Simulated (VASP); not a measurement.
Set up this calculation in VASP 6.6.1, as the native input.

- Task: single point
- Functional: HSE06
- Potentials or basis: VASP PAW PBE potentials, release 64 (Ba_sv, S)
- Cutoff: 520 eV
- k mesh: 4 × 4 × 4
- Occupations: gaussian, width 0.01 eV
- Spin: no spin polarisation
- Dipole correction: no
- Grid for exact exchange (PRECFOCK): Normal
- Further INCAR settings: ALGO = Normal; EDIFF = 1e-06; NBANDS = 15
- Screening parameter: 0.2079 1/Å

Crystal: BaS.

```xyz
2
Lattice="3.8207 0.0000 0.0000 0.0000 3.8207 0.0000 0.0000 0.0000 3.8207" Properties=species:S:1:pos:R:3 pbc="T T T"
Ba    0.0000    0.0000    0.0000
S     1.9104    1.9104    1.9104
```

This cell differs from its parent crystal: strain -0.3%.

One way to write it, as run:

POSCAR

```
BaS
1.0
    3.8207234874      0.0000000000      0.0000000000
    0.0000000000      3.8207234874      0.0000000000
    0.0000000000      0.0000000000      3.8207234874
Ba S
1 1
Direct
    0.0000000000      0.0000000000      0.0000000000
    0.5000000000      0.5000000000      0.5000000000
```

INCAR.step1

```
SYSTEM = BaS
ALGO = Normal
EDIFF = 1E-5
ENCUT = 520
GGA = PE
ISIF = 2
ISMEAR = 0
LASPH = .TRUE.
LREAL = .FALSE.
LWAVE = .TRUE.
NBANDS = 15
NELM = 80
PREC = Accurate
SIGMA = 0.01
```

INCAR.step2

```
SYSTEM = BaS
ALGO = Normal
EDIFF = 1E-6
ENCUT = 520
GGA = PE
HFSCREEN = 0.2079
ISIF = 2
ISMEAR = 0
ISTART = 1
LASPH = .TRUE.
LCHARG = .TRUE.
LELF = .TRUE.
LHFCALC = .TRUE.
LREAL = .FALSE.
LVHAR = .TRUE.
LWAVE = .FALSE.
NBANDS = 15
NELM = 80
PREC = Accurate
PRECFOCK = Normal
SIGMA = 0.01
```

KPOINTS

```
k-points
0
G
  4 4 4
  0 0 0
```

Potentials or basis: VASP PAW PBE potentials, release 64 (Ba_sv, S).

The run is started by

```bash
$ cat potpaw_PBE.64/Ba_sv/POTCAR potpaw_PBE.64/S/POTCAR > POTCAR
$ cp INCAR.step1 INCAR
$ mpirun -np 1 vasp_std > vasp.out
$ cp INCAR.step2 INCAR
$ mpirun -np 1 vasp_std > vasp.out
```

It gave:

| Quantity | Value |
| --- | --- |
| Pressure | 1.0 GPa |
| Band gap on the k mesh | 2.32 eV, indirect (least direct gap 2.44 eV) |

Caveat: the cell differs from its parent crystal (strain -0.3%); the PAW data sets were made with another functional, which shifts forces and pressure a little; spin-orbit coupling is left out, which moves the levels of the heavy elements.

Run time: 4 min on 1 thread of Intel(R) Xeon(R) Platinum 8488C (Sapphire Rapids), with other jobs on the host, peak memory 0.28 GiB.
